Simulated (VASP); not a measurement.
Runs of VASP 6.6.1 on HfBr. The structure is that of space group Fd-3m (No. 227), or close to it. The cells are those of the table. The cell was built from a structure type or drawn by symmetry, and may not be a known phase.

```csv
task,cell,k mesh,cutoff (eV),gap on the mesh (eV),pressure (GPa),relaxed volume (Å³/atom)
relaxation of cell and atoms,"relaxed from a = 5.191 Å, angles 60.0°, 4 atoms",12 × 12 × 12,600,none,0.0,24.44
single point,"a = 5.409 Å, angles 60.0°, 4 atoms",4 × 4 × 4,520,none,(a),-
single point,"a = 5.181 Å, angles 60.0°, 4 atoms",12 × 12 × 12,520,none,-0.2,-
relaxation of cell and atoms,"relaxed from a = 5.409 Å, angles 60.0°, 4 atoms",4 × 4 × 4,600,none,0.0,24.43
single point,"a = 5.191 Å, angles 60.0°, 4 atoms",4 × 4 × 4,520,none,(b),-
```

Alike in all rows: level PBE; potentials or basis VASP PAW PBE potentials, release 64 (Hf_pv, Br); no spin polarisation; smearing gaussian 0.1 eV.

Q: Fill in the values left out.

A: (a) -5.0; (b) -0.6.

Caveats: some runs use coarse meshes; spin-orbit coupling is left out, which moves the levels of the heavy elements; the cell stands under tension (at least some runs).

A k mesh can miss the band edges, and the runs leave out spin-orbit coupling on Br, Hf.

A gap of «none» marks levels without a gap at the run's occupations.
